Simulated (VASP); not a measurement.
# TaN (P6/mmm) in VASP: single point with LDA

Aim: the single point of TaN with LDA.

Everything below comes from runs of VASP 6.6.1. Logs are shortened: lines on timing, memory, paths and dates and some standing lists are left out, and cuts for length are marked.

## Step 1: The cell of the first run

Symmetry: P6/mmm, No. 191, hexagonal system. Conventional cell: a = 5.191 Å, b = 5.191 Å, c = 2.908 Å, α = 90.00°, β = 90.00°, γ = 120.00°. Within 3.4 Å of Ta (site symmetry 6/mmm) lie 6 N at 2.60 Å and 14 Ta at 2.91 to 3.33 Å. Ta (site symmetry -6m2) has 6 N at 2.09 Å and 5 Ta at 2.91 to 3.00 Å within 3.0 Å. Within 3.0 Å of N (site symmetry mmm) lie 6 Ta at 2.09 to 2.60 Å and 6 N at 2.60 to 2.91 Å.

## Step 2: Single point, LDA

INCAR reads:

```
SYSTEM = TaN
PREC = Accurate
ENCUT = 600
EDIFF = 1E-6
ISMEAR = -1
SIGMA = 0.1
LREAL = .FALSE.
LASPH = .TRUE.
NELM = 120
ALGO = Normal
ISIF = 2
LWAVE = .FALSE.
LCHARG = .FALSE.
GGA = CA
NBANDS = 36
GGA_COMPAT = .FALSE.
```

KPOINTS reads:

```
regular mesh
0
G
  2 2 4
  0 0 0
```

POSCAR reads:

```
TaN
1.0
    5.1910000000      0.0000000000      0.0000000000
   -2.5955000000      4.4955378700      0.0000000000
    0.0000000000      0.0000000000      2.9080000000
Ta N
3 3
Direct
    0.0000000000      0.0000000000      0.0000000000
    0.3333333333      0.6666666667      0.5000000000
    0.6666666667      0.3333333333      0.5000000000
    0.5000000000      0.0000000000      0.0000000000
    0.5000000000      0.5000000000      0.0000000000
    0.0000000000      0.5000000000      0.0000000000
```

Potentials or basis: VASP PAW LDA potentials, release 64 (Ta_sv_GW, N).

Run with:

```bash
$ cat potpaw_LDA.64/Ta_sv_GW/POTCAR potpaw_LDA.64/N/POTCAR > POTCAR
$ mpirun -np 1 vasp_std > vasp.out
```

OUTCAR:

```text
SYSTEM = TaN
   PREC = Accurate
   ENCUT = 600
   EDIFF = 1E-6
   ISMEAR = -1
   LREAL = .FALSE.
   LASPH = .TRUE.
   NELM = 120
   ISIF = 2
   GGA = CA

 ion  position               nearest neighbor table
   1  0.000  0.000  0.000-
   2  0.333  0.667  0.500-   4 2.09   4 2.09   6 2.09   6 2.09   5 2.09   5 2.09   3 3.00   3 3.00
                             3 3.00
   3  0.667  0.333  0.500-   4 2.09   4 2.09   6 2.09   6 2.09   5 2.09   5 2.09   2 3.00   2 3.00
                             2 3.00
   4  0.500  0.000  0.000-   2 2.09   3 2.09   2 2.09   3 2.09
   5  0.500  0.500  0.000-   2 2.09   3 2.09   2 2.09   3 2.09
   6  0.000  0.500  0.000-   2 2.09   3 2.09   2 2.09   3 2.09

  LATTYP: Found a hexagonal cell.
 ALAT       =     5.1910000000
 C/A-ratio  =     0.5602003468

  Lattice vectors:

 A1 = (   5.1910000000,   0.0000000000,   0.0000000000)
 A2 = (  -2.5955000000,   4.4955378700,   0.0000000000)
 A3 = (   0.0000000000,   0.0000000000,   2.9080000000)

Analysis of symmetry for initial positions (statically):
=====================================================================
 Subroutine PRICEL returns:
 Original cell was already a primitive cell.

 Routine SETGRP: Setting up the symmetry group for a
 hexagonal supercell.

 Subroutine GETGRP returns: Found 24 space group operations
 (whereof 24 operations were pure point group operations)
 out of a pool of 24 trial point group operations.

The static configuration has the point symmetry D_6h.

Analysis of symmetry for dynamics (positions and initial velocities):
=====================================================================
 Subroutine PRICEL returns:
 Original cell was already a primitive cell.

 Routine SETGRP: Setting up the symmetry group for a
 hexagonal supercell.

 Subroutine GETGRP returns: Found 24 space group operations
 (whereof 24 operations were pure point group operations)
 out of a pool of 24 trial point group operations.

The dynamic configuration has the point symmetry D_6h.

 Subroutine INISYM returns: Found 24 space group operations
 (whereof 24 operations are pure point group operations),
 and found     1 'primitive' translations

----------------------------------------------------------------------------------------

[... 79 lines left out ...]
   ENCUT  =  600.0 eV  44.10 Ry    6.64 a.u.  10.37 10.37  5.81*2*pi/ulx,y,z
   NELM   =    120;   NELMIN=  2; NELMDL= -5     # of ELM steps
   EDIFF  = 0.1E-05   stopping-criterion for ELM
   LREAL  =      F    real-space projection
   EDIFFG = 0.1E-04   stopping-criterion for IOM
   NSW    =      0    number of steps for IOM
   IBRION =     -1    ionic relax: 0-MD 1-quasi-New 2-CG
   NFREE  =      0    steps in history (QN), initial steepest desc. (CG)
   ISIF   =      2    stress and relaxation
   ISYM   =      2    0-nonsym 1-usesym 2-fastsym
   POTIM  = 0.5000    time-step for ionic-motion
   TEBEG  =    0.0;   TEEND  =   0.0 temperature during run
   PSTRESS=    0.0 pullay stress
   NELECT =      54.0000    total number of electrons
   NUPDOWN=      -1.0000    fix difference up-down
   EMIN   =  10.00;   EMAX   =-10.00  energy-range for DOS
   EFERMI =   0.00;   METHOD = LEGACY
   ISMEAR =    -1;   SIGMA  =   0.10  broadening in eV -4-tet -1-fermi 0-gaus
   EFERMI_NEDOS =   21; number of points for ismear=-14 and -15
   IALGO  =     38    algorithm
   IMIX   =      4    mixing-type and parameters
     AMIX     =   0.40;   BMIX     =  1.00
     AMIX_MAG =   1.60;   BMIX_MAG =  1.00
  volume/ion in A,a.u.               =      11.31        76.33
  Fermi-wavevector in a.u.,A,eV,Ry     =   1.517040  2.866790 31.312592  2.301411
  Thomas-Fermi vector in A             =   2.626349
   LORBIT       =      0    0 simple, 1 ext, 2 COOP (PROOUT), +10 PAW based schemes
   GGA     = CA    functional components
   LHFCALC =     F    Hartree Fock is set to
   AEXX    =    0.0000 exact exchange contribution
   IVDW    =     0    specifies the selected vdW correction
   LEPSILON=     F    determine dielectric tensor
   LRPA    =     F    only Hartree local field effects (RPA)
 non-spin polarized calculation
  energy-cutoff  :      600.00
  volume of cell :       67.86
 maximum number of plane-waves:      2292
 NGX is ok and might be reduce to    42
   NGX = 21   NGY = 21   NGZ = 11

 number of electron      53.9999997 magnetization

 Free energy of the ion-electron system (eV)
  ---------------------------------------------------
  ext. energy  EPLUGINS =         0.00000000
  ---------------------------------------------------
  free energy    TOTEN  =       -78.66585145 eV

  energy without entropy =      -78.59024181  energy(sigma->0) =      -78.62804663

 E-fermi :  11.5782     XC(G=0): -13.6481

 val. band max:       11.4257553729   @ k =   0.5000   0.0000   0.2500
 cond. band min:      11.6642159519   @ k =   0.0000   0.0000   0.2500
 fundamental gap:      0.2384605790
 Fermi energy:        11.5782408447

 k-point     1 :       0.0000    0.0000    0.0000
  band No.  band energies     occupation
      1     -57.0719      2.00000
      2     -57.0232      2.00000
      3     -56.6770      2.00000
      4     -24.1516      2.00000
      5     -24.1516      2.00000
      6     -23.7558      2.00000
[... 223 lines left out ...]
     35      16.3318      0.00000
     36      17.5506      0.00000

------------------------ aborting loop because EDIFF is reached ----------------------------------------

  FORCE on cell =-STRESS in cart. coord.  units (eV):
  Direction    XX          YY          ZZ          XY          YZ          ZX
  --------------------------------------------------------------------------------------
  -------------------------------------------------------------------------------------
  Total       -1.6742446     -1.6742446     -1.7709267      0.0000000      0.0000000      0.0000000
  in kB      -39.5277771    -39.5277770    -41.8103766      0.0000000      0.0000000      0.0000000
  external PRESSURE =     -40.2886436 kB  Pullay stress =       0.0000000 kB

 VOLUME and BASIS-vectors are now :
 -----------------------------------------------------------------------------
  energy-cutoff  :      600.00
  volume of cell :       67.86
      direct lattice vectors                 reciprocal lattice vectors
     5.191000000  0.000000000  0.000000000     0.192641110  0.111221397  0.000000000
    -2.595500000  4.495537870  0.000000000     0.000000000  0.222442793  0.000000000
     0.000000000  0.000000000  2.908000000     0.000000000  0.000000000  0.343878955

 POSITION                                       TOTAL-FORCE (eV/Angst)
 -----------------------------------------------------------------------------------
      0.00000      0.00000      0.00000        -0.000000      0.000000      0.000000
     -0.00000      2.99703      1.45400        -0.000000      0.000000      0.000000
      2.59550      1.49851      1.45400         0.000000      0.000000      0.000000
      2.59550      0.00000      0.00000        -0.000000      0.000000      0.000000
      1.29775      2.24777      0.00000        -0.000000      0.000000      0.000000
     -1.29775      2.24777      0.00000        -0.000000      0.000000      0.000000
 -----------------------------------------------------------------------------------
    total drift:                                0.000000      0.000000     -0.000000

  FREE ENERGIE OF THE ION-ELECTRON SYSTEM (eV)
  ---------------------------------------------------
  free  energy   TOTEN  =       -78.6658514480 eV

  energy  without entropy=      -78.5902418065  energy(sigma->0) =      -78.62804663
```

stdout:

```text
POSCAR found type information on POSCAR TaN
 POSCAR found :  2 types and       6 ions
 scaLAPACK will be used
 LDA part: xc-table for (Slater(with rela. corr.)+CA(PZ))
 , standard interpolation
 POSCAR, INCAR and KPOINTS ok, starting setup
 FFT: planning ... GRIDC
 FFT: planning ... GRID_SOFT
 FFT: planning ... GRID
 WAVECAR not read
 entering main loop
```

Wall time 52 s (1 thread of AMD EPYC 7R43 (Zen 3), shared host); peak memory 0.13 GiB.

What came out:

- Free energy: -78.6659 eV
- Pressure: -4.0 GPa
- Band gap on the k mesh: zero (bands 27 and 28 overlap by 2.14 eV)

Stress tensor (GPa, compression positive):
```
-3.95  0.00  0.00
 0.00 -3.95  0.00
 0.00  0.00 -4.18
```

Levels at points of the mesh, in eV from the Fermi level:
```csv
k point,band 24,band 25,band 26,band 27,band 28,band 29,band 30,band 31
"(0.00, 0.00, 0.00)",-2.63,-2.06,-1.82,-1.00,-1.00,1.05,1.05,1.52
"(0.50, 0.00, 0.00)",-3.10,-2.53,-1.37,-0.41,1.60,2.04,2.12,2.61
"(0.00, 0.00, 0.50)",-2.69,-2.69,-1.48,1.14,1.14,1.81,2.05,2.78
"(0.50, 0.00, 0.50)",-3.01,-2.78,-1.78,-0.92,1.32,1.62,3.33,3.72
```

Caveat: the k points lie up to 0.70 Å⁻¹ apart, too coarse for converged energies and pressures of a metal; spin-orbit coupling is left out, which moves the levels of the heavy elements.
